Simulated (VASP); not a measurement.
Wanted: the native input for a VASP 6.6.1 run.

| Property | Result |
| --- | --- |
| Task | relaxation of cell and atoms |
| Functional | PBE |
| Potentials or basis | VASP PAW PBE potentials, release 64 (Sn_d, Se) |
| Cutoff | 600 eV |
| k mesh | 12 × 12 × 12 |
| Occupations | gaussian, width 0.02 eV |
| Spin | no spin polarisation |
| Dipole correction | no |
| Further INCAR settings | ALGO = Normal; EDIFF = 1e-07; IBRION = 2; EDIFFG = -0.01; NSW = 100; ISIF = 3 |

The structure of SnSe lies in POSCAR:

```
SnSe
1.0
   -2.1374417381      2.1374417381      3.0303346635
    2.1374417381     -2.1374417381      3.0303346635
    2.1374417381      2.1374417381     -3.0303346635
Sn Se
1 1
Direct
    0.2578476258      0.2578476258      0.0000000000
    0.7421523742      0.7421523742      0.0000000000
```

The cell was generated, and may not be a known phase.

These files were run (other wordings do the same):

INCAR

```
PREC = Accurate
ENCUT = 600
EDIFF = 1E-7
ISMEAR = 0
SIGMA = 0.02
LREAL = F
LASPH = T
NELM = 100
ALGO = Normal
ISIF = 3
LWAVE = F
LCHARG = F
GGA = PE
IBRION = 2
NSW = 100
EDIFFG = -0.01
```

KPOINTS

```
Automatic mesh
0
Gamma
  12 12 12
```

Potentials or basis: VASP PAW PBE potentials, release 64 (Sn_d, Se).

Command:

```sh
$ cat potpaw_PBE.64/Sn_d/POTCAR potpaw_PBE.64/Se/POTCAR > POTCAR
$ mpirun -np 1 vasp_std > vasp.out
```

Results of the run:

| Item | Value |
| --- | --- |
| Relaxed volume | 27.94 Å³/atom |
| Relaxed cell | a = 4.293 Å, b = 4.293 Å, c = 4.293 Å, α = 120.07°, β = 120.07°, γ = 89.88° |
| Space group after relaxing (to 0.1 Å) | I4mm (No. 107) |
| Energy gained by relaxing | 0.3 meV/atom |
| Ionic steps | 3 |
| Pressure after relaxing | 0.0 GPa |
| Largest force after relaxing | 0.007 eV/Å |
| Band gap on the k mesh | 0.42 eV (least direct gap 0.48 eV) |

Caveat: semilocal functionals underestimate gaps, and a narrow one can read as zero; spin-orbit coupling is left out, which moves the levels of the heavy elements.

Run time: 5.6 min on 1 thread of Oxide Virtual Turin-like Processor, on a shared host, peak memory 0.31 GiB.
